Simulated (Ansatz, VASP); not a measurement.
One calculation of MgS, two programs

Contents of POSCAR:

```
MgS
1.0
    4.1189890000      0.0000000000      0.0000000000
    0.0000000000      5.8251301101      0.0000000000
    0.0000000000      0.0000000000      3.8927262636
Mg S
2 2
Direct
    0.0000000000      0.0047753545      0.0000000000
    0.5000000000      0.5047753545      0.5000000000
    0.5000000000      0.2452246455      0.0000000000
    0.0000000000      0.7452246455      0.5000000000
```

INCAR.step1

```
ALGO = Normal
EDIFF = 1E-5
ENCUT = 660
GGA = PE
GGA_COMPAT = False
ISMEAR = 0
LASPH = True
LCHARG = False
LREAL = False
LWAVE = True
NBANDS = 16
NELM = 120
PREC = Accurate
SIGMA = 0.02
```

INCAR.step2

```
ALGO = Normal
EDIFF = 1E-6
ENCUT = 660
GGA_COMPAT = False
ISIF = 2
ISMEAR = 0
ISTART = 1
LASPH = True
LCHARG = False
LMIXTAU = True
LREAL = False
LWAVE = False
METAGGA = R2SCAN
NBANDS = 16
NELM = 120
PREC = Accurate
SIGMA = 0.02
```

File KPOINTS:

```
k-points
0
Gamma
  6 4 6
```

Input for Ansatz:

```yaml
crystal:
  lattice:
    - [4.118989, 0.0, 0.0]
    - [0.0, 5.8251301101, 0.0]
    - [0.0, 0.0, 3.8927262636]
  atoms:
    - { symbol: Mg, position: [0.0, 0.0047753545, 0.0] }
    - { symbol: S, position: [0.5, 0.2452246455, 0.0] }
    - { symbol: Mg, position: [0.5, 0.5047753545, 0.5] }
    - { symbol: S, position: [0.0, 0.7452246455, 0.5] }
basis:
  ecutwfc: 500
kpoints:
  mp_grid: { grid: [6, 4, 6] }
  band_path:
    path:
      - [[0.0, 0.0, 0.0], [0.0, -1.0, 0.0], [0.0, -1.0, 0.27671144]]
      - [[0.0, 0.0, 0.72328856], [0.0, 0.0, 0.0], [-0.75, 0.0, 0.0]]
      - [[-0.25, -1.0, 0.0], [0.0, -1.0, 0.0]]
      - [[0.0, 0.0, 0.0], [0.0, -0.5, 0.5], [-0.5, -0.5, 0.5], [-0.5, -0.5, 0.0], [0.0, 0.0, 0.0], [-0.5, 0.0, 0.5], [-0.5, -0.5, 0.5]]
    npoints: 10
hamiltonian:
  xc: r2scan
  pseudopotentials: { kind: paw, azcp: { folder: soft_1 } }
scf:
  occupations: { method: gaussian, width: 0.02 }
  n_extra_bands: 8
output:
  forces: true
  stress: true
  eigenvalues: true
```

Alike in both runs: task single point; functional r2SCAN; k mesh 6 × 4 × 6; occupations gaussian, width 0.02 eV; no spin polarisation.

```csv
,VASP,Ansatz
version,VASP 6.6.1,Ansatz 0.2.0
potentials or method,"VASP PAW PBE potentials, release 64 (Mg, S), cutoff 660 eV","scalar-relativistic, plane waves, PAW"
valence electrons in the cell,16,32
```

Ansatz gave:

| Property | Result |
| --- | --- |
| gap on the k mesh at the Fermi level (eV) | 3.74 |
| least direct gap on the mesh (eV) | 3.74 |
| pressure (GPa) | -1.6 |
| rms of the force components (eV/Å) | 0.005 |

**Question.** Estimate VASP's values.

**Answer.** gap on the k mesh at the Fermi level (eV): 3.72; least direct gap on the mesh (eV): 3.72; pressure (GPa): -2.0; rms of the force components (eV/Å): 0.007.

VASP's potentials were made for PBE, not for r2SCAN. VASP's potentials hold 16 valence electrons a cell and Ansatz's 32, so a difference there can come from the potentials and not from the codes.
